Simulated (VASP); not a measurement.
Crystal: CO2.

```
C O
1.0
     3.51610    0.00000    0.00000
     0.00000    3.51610    0.00000
     0.00000    0.00000    4.10430
C O
2 4
Direct
  0.00000 0.00000 0.00000
  0.50000 0.50000 0.50000
  0.23000 0.23000 0.00000
  0.27000 0.73000 0.50000
  0.77000 0.77000 0.00000
  0.73000 0.27000 0.50000
```

* Program: VASP 6.6.1
* Task: relaxation of cell and atoms
* Functional: BLYP
* Dispersion: D3(BJ)
* Potentials or basis: VASP PAW PBE potentials, release 64 (C, O)
* Cutoff: 600 eV
* k mesh: 5 × 5 × 5
* Occupations: gaussian, width 0.01 eV
* Spin: no spin polarisation

At the start: pressure 36.5 GPa; volume 8.46 Å³/atom.

Task: How do energy, volume and symmetry change on relaxing?

Result: Over 17 steps the energy falls by 271.3 meV/atom and the volume is 12.83 Å³/atom (+51.7 %); space group P4_2/mnm (No. 136, to 0.05 Å).

The path:
```tsv
step	energy change (eV)	largest force (eV/Å)	pressure (GPa)	volume (Å³)
1	0.0000	2.1711	36.47	50.74
2	4.3371	10.4536	-37.24	66.20
3	-0.2860	3.1005	7.49	53.52
4	-0.3019	2.5120	10.88	53.07
5	-1.2448	1.5944	2.29	62.99
6	-1.5623	0.7973	-0.26	71.94
7	-1.6061	0.4110	-0.98	76.46
8	-1.6070	0.3674	-1.07	76.98
9	-1.5278	2.0861	7.53	75.04
10	-1.6096	0.0207	0.14	76.68
11	-1.6134	0.0335	0.16	76.62
12	-1.6215	0.0738	0.20	76.41
13	-1.6245	0.1409	0.22	75.94
14	-1.6253	0.1204	0.20	76.08
15	-1.6125	0.8639	3.23	76.28
16	-1.6258	0.0288	0.67	76.11
17	-1.6281	0.0296	0.31	77.00
```

Final structure:
```cif
data_structure
_symmetry_space_group_name_H-M 'P 1'
_symmetry_Int_Tables_number 1
_cell_length_a 4.0739
_cell_length_b 4.0739
_cell_length_c 4.6395
_cell_angle_alpha 90.000
_cell_angle_beta 90.000
_cell_angle_gamma 90.000
_cell_volume 77.00
loop_
_atom_site_label
_atom_site_type_symbol
_atom_site_fract_x
_atom_site_fract_y
_atom_site_fract_z
_atom_site_occupancy
C1 C 0.00000 0.00000 0.00000 1
C2 C 0.50000 0.50000 0.50000 1
O1 O 0.20360 0.20360 0.00000 1
O2 O 0.29640 0.70360 0.50000 1
O3 O 0.79640 0.79640 0.00000 1
O4 O 0.70360 0.29640 0.50000 1
```

Caveat: the volume moved by over 15 % at a fixed basis, so the end points are rough; the PAW data sets were made with another functional, which shifts forces and pressure a little; the volume moved by +52 % from the deposited cell, more than functionals usually miss.
